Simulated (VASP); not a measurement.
Set up this calculation in VASP 6.6.1, as the native input.

* Task: single point
* Functional: PBE
* Potentials or basis: VASP PAW PBE potentials, release 64 (Al, Mg)
* Cutoff: 520 eV
* k mesh: 3 × 2 × 1
* Occupations: fermi-dirac, width 0.15 eV
* Spin: no spin polarisation
* Dipole correction: no
* Further INCAR settings: LREAL = Auto; ALGO = Normal; EDIFF = 1e-06; NBANDS = 43

The structure of MgAl18 lies in POSCAR:

```
MgAl18
1.0
    5.7275650000      0.0000000000      0.0000000000
    4.2956740000      7.4403250000      0.0000000000
    0.0000000000      0.0000000000     17.6765370000
Al Mg
18 1
Direct
    0.1666665958      0.1111111410      0.0565721668
    0.6666666831      0.1111111410      0.0565721668
    0.1666667458      0.4444444295      0.0565721668
    0.6666666585      0.4444444295      0.0565721668
    0.1666666204      0.7777778524      0.0565721668
    0.6666667077      0.7777778524      0.0565721668
   -0.1661435754      0.2220392254      0.1906875764
    0.3335428347      0.2208144133      0.1912259737
   -0.1670711193      0.5556156485      0.1897041259
    0.3333987005      0.5547565463      0.1879441658
   -0.1680354229      0.8909844664      0.1903338872
    0.3322881023      0.8901460622      0.1900975287
    0.0013495089      0.0003702795      0.3253673500
    0.4991658563      0.0002651766      0.3268425823
   -0.0023784659      0.3361597780      0.3272905208
    0.5035067144      0.3286512350      0.3239213088
    0.0108889291      0.6640457238      0.3198100397
    0.4917574983      0.6627069382      0.3187460870
    0.7056380407      0.7178627278      0.4539364809
```

One way to write it, as run:

INCAR

```
SYSTEM = MgAl18
ALGO = Normal ; EDIFF = 1E-6
ENCUT = 520 ; GGA = PE
ISIF = 2 ; ISMEAR = -1
LASPH = .TRUE. ; LCHARG = .FALSE.
LREAL = Auto ; LWAVE = .FALSE.
NBANDS = 43 ; NELM = 60
PREC = Accurate ; SIGMA = 0.15
```

KPOINTS

```
k-points
0
G
  3 2 1
  0 0 0
```

Potentials or basis: VASP PAW PBE potentials, release 64 (Al, Mg).

Run with:

```bash
$ cat potpaw_PBE.64/Al/POTCAR potpaw_PBE.64/Mg/POTCAR > POTCAR
$ mpirun -np 1 vasp_std > vasp.out
```

It gave:

```yaml
Largest_force: 0.062 eV/Å
Band_gap_on_the_k_mesh: zero (band 28 reaches 0.92 eV, above the bottom of band 29 at 0.78 eV)
```

Caveat: the k points lie up to 0.42 Å⁻¹ apart.

Run time: 6.2 min on 1 thread of Intel(R) Xeon(R) Platinum 8259CL CPU @ 2.50GHz (Skylake/Cascade Lake), on a shared host, peak memory 0.8 GiB.
